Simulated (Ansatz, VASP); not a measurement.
# SiGeTe2S2: VASP beside Ansatz

```
Si Ge Te S
1.0
     3.42979    0.00000    0.00000
     0.00000    3.42979    0.00000
     0.00000    0.00000   13.47746
Si Ge Te S
1 1 2 2
Direct
  0.50000 0.50000 0.00000
  0.00000 0.00000 0.00000
  0.00000 0.00000 0.21259
  0.00000 0.00000 0.78741
  0.50000 0.00000 0.50000
  0.00000 0.50000 0.50000
```

Alike in both runs: functional PBE; k mesh 12 × 12 × 4; occupations gaussian, width 0.1 eV; no spin polarisation.

Ansatz relaxed the structure, and its values are those at the end. VASP's run is a single point on that final structure, the one shown.

|  | VASP | Ansatz |
| --- | --- | --- |
| version | VASP 6.6.1 | Ansatz 0.2.0 |
| potentials or method | VASP PAW PBE potentials, release 64 (Si, Ge_d, Te, S), cutoff 520 eV | scalar-relativistic, plane waves, PAW |
| valence electrons in the cell | 42 | 62 |

VASP gave:

| Property | Result |
| --- | --- |
| gap on the k mesh at the Fermi level (eV) | none |
| pressure (GPa) | -0.1 |

**Question.** Estimate Ansatz's values.

**Answer.** gap on the k mesh at the Fermi level (eV): none; pressure (GPa): 0.0.

A gap of «none» marks a metal or a gap that the smearing closes. With one functional, cell and mesh, what is left measures potentials, basis and numerics. VASP's potentials hold 42 valence electrons a cell and Ansatz's 62, so a difference there can come from the potentials and not from the codes.

Spin-orbit coupling is off throughout.
